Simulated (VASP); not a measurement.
## GaAs: vibrations by perturbation theory with LDA

Crystal: GaAs.

```xyz
2
Lattice="0.0000 2.8145 2.8145 2.8145 0.0000 2.8145 2.8145 2.8145 0.0000" Properties=species:S:1:pos:R:3 pbc="T T T"
Ga    0.0000    0.0000    0.0000
As    4.2218    4.2218    4.2218
```

```yaml
Program: VASP 6.6.1
Task: vibrations by perturbation theory
Functional: LDA
Potentials_or_basis: VASP PAW LDA potentials, release 64 (Ga_d, As)
Cutoff: 520 eV
k_mesh: 12 × 12 × 12
Occupations: gaussian, width 0.01 eV
Spin: no spin polarisation
Dipole_correction: no
Further_INCAR_settings: ALGO = Normal; EDIFF = 1e-08; NBANDS = 16; IBRION = 8; NSW = 1
```

```json
{
 "Electronic dielectric tensor (diagonal)": "21.51",
 "Born charges (mean of the diagonal)": "Ga +2.12; As -2.12 e",
 "Highest phonon frequency at Γ, LO-TO splitting left out": "266 cm⁻¹"
}
```

Phonon frequencies in cm⁻¹ (negative: imaginary):
```csv
q point,frequencies
"(0.000, 0.000, 0.000)",0 0 0 266 266 266
```

Electronic dielectric tensor:
```
21.51  0.00  0.00
 0.00 21.51  0.00
 0.00  0.00 21.51
```

Born effective charge tensors (e):
atom 1, Ga
```
2.12 0.00 0.00
0.00 2.12 0.00
0.00 0.00 2.12
```
atom 2, As
```
-2.12  0.00  0.00
 0.00 -2.12  0.00
 0.00  0.00 -2.12
```

Run time: 28 min on 1 thread of AMD EPYC 7R43 64-Core Processor (Zen 3), on a shared host, peak memory 0.51 GiB.
